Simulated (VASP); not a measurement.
# Cu (Im-3m) in VASP: further runs

Cu is run at these levels: PBEsol; tasks: single point, relaxation of cell and atoms.

Everything below comes from runs of VASP 6.6.1. Logs are shortened: lines on timing, memory, paths and dates and some standing lists are left out, and cuts for length are marked.

### Step 1. The cell of the first run

Symmetry: Im-3m, No. 229, cubic system. The conventional cell has a = 2.684 Å, b = 2.684 Å, c = 2.684 Å, α = 90.00°, β = 90.00°, γ = 90.00°. Within 3.1 Å of Cu (site symmetry m-3m) lie 14 Cu at 2.32 to 2.68 Å.

This isn't the form of Cu at room conditions, which is fcc.

### Step 2. Single point, PBEsol

Input file INCAR:

```
ALGO = Normal ; EDIFF = 1E-6
ENCUT = 600 ; GGA = PS
GGA_COMPAT = F ; ISIF = 2
ISMEAR = -1 ; LASPH = T
LCHARG = F ; LREAL = F
LWAVE = F ; NBANDS = 12
NELM = 120 ; PREC = Accurate
SIGMA = 0.1
```

Input file KPOINTS:

```
k-points
0
Gamma
  12 12 12
```

Input file POSCAR:

```
Cu
1.0
   -1.3418126670      1.3418126670      1.3418126670
    1.3418126670     -1.3418126670      1.3418126670
    1.3418126670      1.3418126670     -1.3418126670
Cu
1
Direct
    0.0000000000      0.0000000000      0.0000000000
```

Potentials or basis: VASP PAW PBE potentials, release 64 (Cu).

The run is started by

```bash
$ cat potpaw_PBE.64/Cu/POTCAR > POTCAR
$ mpirun -np 1 vasp_std > vasp.out
```

OUTCAR:

```text
EDIFF = 1E-6
   ENCUT = 600
   GGA = PS
   ISIF = 2
   ISMEAR = -1
   LASPH = T
   LREAL = F
   NELM = 120
   PREC = Accurate

 ion  position               nearest neighbor table
   1  0.000  0.000  0.000-

  LATTYP: Found a body centered cubic cell.
 ALAT       =     2.6836253340

  Lattice vectors:

 A1 = (  -1.3418126670,   1.3418126670,   1.3418126670)
 A2 = (   1.3418126670,  -1.3418126670,   1.3418126670)
 A3 = (   1.3418126670,   1.3418126670,  -1.3418126670)

Analysis of symmetry for initial positions (statically):
=====================================================================
 Subroutine PRICEL returns:
 Original cell was already a primitive cell.

 Routine SETGRP: Setting up the symmetry group for a
 body centered cubic supercell.

 Subroutine GETGRP returns: Found 48 space group operations
 (whereof 48 operations were pure point group operations)
 out of a pool of 48 trial point group operations.

The static configuration has the point symmetry O_h .

Analysis of symmetry for dynamics (positions and initial velocities):
=====================================================================
 Subroutine PRICEL returns:
 Original cell was already a primitive cell.

 Routine SETGRP: Setting up the symmetry group for a
 body centered cubic supercell.

 Subroutine GETGRP returns: Found 48 space group operations
 (whereof 48 operations were pure point group operations)
 out of a pool of 48 trial point group operations.

The dynamic configuration has the point symmetry O_h .

 Subroutine INISYM returns: Found 48 space group operations
 (whereof 48 operations are pure point group operations),
 and found     1 'primitive' translations

----------------------------------------------------------------------------------------

                                     Primitive cell

  volume of cell :       9.6635

  direct lattice vectors                    reciprocal lattice vectors
    -1.341812667  1.341812667  1.341812667     0.000000000  0.372630258  0.372630258
     1.341812667 -1.341812667  1.341812667     0.372630258  0.000000000  0.372630258
     1.341812667  1.341812667 -1.341812667     0.372630258  0.372630258  0.000000000

  length of vectors
     2.324087713  2.324087713  2.324087713     0.526978764  0.526978764  0.526978764

  position of ions in fractional coordinates (direct lattice)
     0.000000000  0.000000000  0.000000000

  ion indices of the primitive-cell ions
   primitive index   ion index
                 1           1

----------------------------------------------------------------------------------------

 KPOINTS: k-points

Automatic generation of k-mesh.
 Grid dimensions read from file:
 generate k-points for:   12   12   12

 Generating k-lattice:

  Cartesian coordinates                     Fractional coordinates (reciprocal lattice)
     0.000000000  0.031052521  0.031052521     0.083333333  0.000000000  0.000000000
     0.031052521  0.000000000  0.031052521     0.000000000  0.083333333  0.000000000
     0.031052521  0.031052521  0.000000000     0.000000000  0.000000000  0.083333333

  Length of vectors
     0.043914897  0.043914897  0.043914897

  Shift w.r.t. Gamma in fractional coordinates (k-lattice)
     0.000000000  0.000000000  0.000000000

 Subroutine IBZKPT returns following result:
 ===========================================

 Found     72 irreducible k-points:

 Following reciprocal coordinates:
            Coordinates               Weight
  0.000000  0.000000  0.000000      1.000000
  0.083333  0.000000  0.000000     12.000000
  0.166667  0.000000  0.000000     12.000000
  0.250000  0.000000  0.000000     12.000000
  0.333333  0.000000  0.000000     12.000000
  0.416667  0.000000  0.000000     12.000000
[... 16 lines left out ...]
  0.333333  0.083333  0.083333     24.000000
  0.416667  0.083333  0.083333     12.000000
 [... further k-points ...]
   k-points           NKPTS =     72   k-points in BZ     NKDIM =     72   number of bands    NBANDS=     12
   number of dos      NEDOS =    301   number of ions     NIONS =      1
   total plane-waves  NPLWV =   8000
   dimension x,y,z NGX =    20 NGY =   20 NGZ =   20
   dimension x,y,z NGXF=    40 NGYF=   40 NGZF=   40
   ions per type =               1
   NGX,Y,Z   is equivalent  to a cutoff of  14.31, 14.31, 14.31 a.u.
   NGXF,Y,Z  is equivalent  to a cutoff of  28.61, 28.61, 28.61 a.u.
 SYSTEM =  unknown system
   PREC   = accura    normal or accurate (medium, high low for compatibility)
   ISTART =      0    job   : 0-new  1-cont  2-samecut
   ICHARG =      2    charge: 1-file 2-atom 10-const
   ISPIN  =      1    spin polarized calculation?
   LNONCOLLINEAR =      F non collinear calculations
   LSORBIT =      F    spin-orbit coupling
   LASPH  =      T    aspherical Exc in radial PAW
   ENCUT  =  600.0 eV  44.10 Ry    6.64 a.u.   4.64  4.64  4.64*2*pi/ulx,y,z
   NELM   =    120;   NELMIN=  2; NELMDL= -5     # of ELM steps
   EDIFF  = 0.1E-05   stopping-criterion for ELM
   LREAL  =      F    real-space projection
   EDIFFG = 0.1E-04   stopping-criterion for IOM
   NSW    =      0    number of steps for IOM
   IBRION =     -1    ionic relax: 0-MD 1-quasi-New 2-CG
   NFREE  =      0    steps in history (QN), initial steepest desc. (CG)
   ISIF   =      2    stress and relaxation
   ISYM   =      2    0-nonsym 1-usesym 2-fastsym
   POTIM  = 0.5000    time-step for ionic-motion
   TEBEG  =    0.0;   TEEND  =   0.0 temperature during run
   PSTRESS=    0.0 pullay stress
   NELECT =      11.0000    total number of electrons
   NUPDOWN=      -1.0000    fix difference up-down
   EMIN   =  10.00;   EMAX   =-10.00  energy-range for DOS
   EFERMI =   0.00;   METHOD = LEGACY
   ISMEAR =    -1;   SIGMA  =   0.10  broadening in eV -4-tet -1-fermi 0-gaus
   EFERMI_NEDOS =   21; number of points for ismear=-14 and -15
   IALGO  =     38    algorithm
   IMIX   =      4    mixing-type and parameters
     AMIX     =   0.40;   BMIX     =  1.00
     AMIX_MAG =   1.60;   BMIX_MAG =  1.00
  volume/ion in A,a.u.               =       9.66        65.21
  Fermi-wavevector in a.u.,A,eV,Ry     =   1.709335  3.230175 39.753856  2.921826
  Thomas-Fermi vector in A             =   2.787838
   LORBIT       =      0    0 simple, 1 ext, 2 COOP (PROOUT), +10 PAW based schemes
   GGA     = PS    functional components
   LHFCALC =     F    Hartree Fock is set to
   AEXX    =    0.0000 exact exchange contribution
   IVDW    =     0    specifies the selected vdW correction
   LEPSILON=     F    determine dielectric tensor
   LRPA    =     F    only Hartree local field effects (RPA)
 non-spin polarized calculation
  energy-cutoff  :      600.00
  volume of cell :        9.66
 maximum number of plane-waves:       336
   NGX =  9   NGY =  9   NGZ =  9

 number of electron      10.9999993 magnetization

 Free energy of the ion-electron system (eV)
  ---------------------------------------------------
  ext. energy  EPLUGINS =         0.00000000
  ---------------------------------------------------
  free energy    TOTEN  =        -4.07640880 eV

  energy without entropy =       -4.06205412  energy(sigma->0) =       -4.06923146

 E-fermi :  10.2488     XC(G=0): -14.1271

 val. band max:       10.1253257834   @ k =   0.3333   0.0833   0.0833
 cond. band min:      10.2923044881   @ k =  -0.3333   0.4167   0.1667
 fundamental gap:      0.1669787046
 Fermi energy:        10.2487789885

 k-point     1 :       0.0000    0.0000    0.0000
  band No.  band energies     occupation
      1      -0.8678      2.00000
      2       6.3247      2.00000
      3       6.3247      2.00000
      4       6.3247      2.00000
      5       7.6934      2.00000
      6       7.6934      2.00000
      7      37.1394      0.00000
      8      37.1394      0.00000
      9      37.1394      0.00000
     10      42.3421      0.00000
     11      42.3421      0.00000
     12      43.6738      0.00000

 k-point     2 :       0.0833    0.0000    0.0000
  band No.  band energies     occupation
      1      -0.5590      2.00000
      2       6.2559      2.00000
      3       6.3183      2.00000
      4       6.4618      2.00000
      5       7.6272      2.00000
      6       7.6989      2.00000
      7      34.7395      0.00000
      8      36.4980      0.00000
      9      36.6959      0.00000
     10      40.3550      0.00000
     11      40.8318      0.00000
     12      40.9563      0.00000

 k-point     3 :       0.1667    0.0000    0.0000
  band No.  band energies     occupation
      1       0.3350      2.00000
      2       6.0706      2.00000
      3       6.2705      2.00000
      4       6.8491      2.00000
      5       7.5091      2.00000
      6       7.7175      2.00000
      7      30.2579      0.00000
      8      34.5717      0.00000
      9      35.8482      0.00000
     10      37.2100      0.00000
     11      39.3230      0.00000
     12      41.2989      0.00000
[... 286 lines left out ...]
 k-point    23 :       0.3333    0.0833    0.0833
  band No.  band energies     occupation
      1       4.0981      2.00000
      2       5.3508      2.00000
      3       6.6677      2.00000
      4       7.6789      2.00000
      5       7.8443      2.00000
      6      10.1253      1.54922
      7      17.8028      0.00000
      8      26.1847      0.00000
      9      27.2748      0.00000
     10      38.4410      0.00000
     11      42.4505      0.00000
     12      47.9382      0.00000

 k-point    24 :       0.4167    0.0833    0.0833
  band No.  band energies     occupation
      1       4.1702      2.00000
      2       5.2966      2.00000
      3       7.1076      2.00000
      4       7.7049      2.00000
      5       7.8614      2.00000
      6      11.1712      0.00020
      7      15.8457      0.00000
      8      25.8936      0.00000
      9      26.8853      0.00000
     10      38.2780      0.00000
     11      42.3845      0.00000
     12      47.9535      0.00000

 [... further k-points ...]

------------------------ aborting loop because EDIFF is reached ----------------------------------------

  FORCE on cell =-STRESS in cart. coord.  units (eV):
  Direction    XX          YY          ZZ          XY          YZ          ZX
  --------------------------------------------------------------------------------------
  -------------------------------------------------------------------------------------
  Total        2.4643092      2.4643092      2.4643092     -0.0000000      0.0000000     -0.0000000
  in kB      408.5734336    408.5734336    408.5734336     -0.0000000      0.0000000     -0.0000000
  external PRESSURE =     408.5734336 kB  Pullay stress =       0.0000000 kB

 VOLUME and BASIS-vectors are now :
 -----------------------------------------------------------------------------
  energy-cutoff  :      600.00
  volume of cell :        9.66
      direct lattice vectors                 reciprocal lattice vectors
    -1.341812667  1.341812667  1.341812667     0.000000000  0.372630258  0.372630258
     1.341812667 -1.341812667  1.341812667     0.372630258  0.000000000  0.372630258
     1.341812667  1.341812667 -1.341812667     0.372630258  0.372630258  0.000000000

 POSITION                                       TOTAL-FORCE (eV/Angst)
 -----------------------------------------------------------------------------------
      0.00000      0.00000      0.00000        -0.000000      0.000000      0.000000
 -----------------------------------------------------------------------------------
    total drift:                                0.000000     -0.000000      0.000000

  FREE ENERGIE OF THE ION-ELECTRON SYSTEM (eV)
  ---------------------------------------------------
  free  energy   TOTEN  =        -4.0764087955 eV

  energy  without entropy=       -4.0620541227  energy(sigma->0) =       -4.06923146
```

It took 7.1 s on 1 thread of Intel Xeon Platinum 8375C at 2.90GHz (Ice Lake), shared host; peak memory 0.13 GiB.

What came out:

* Free energy: -4.0764 eV
* Pressure: 40.9 GPa
* Band gap on the k mesh: zero (an odd number of electrons rules out a gap without spin polarisation)

Caveat: the cell stands under pressure; the PAW data sets were made with another functional, which shifts forces and pressure a little.

[end of part 1 of 2]
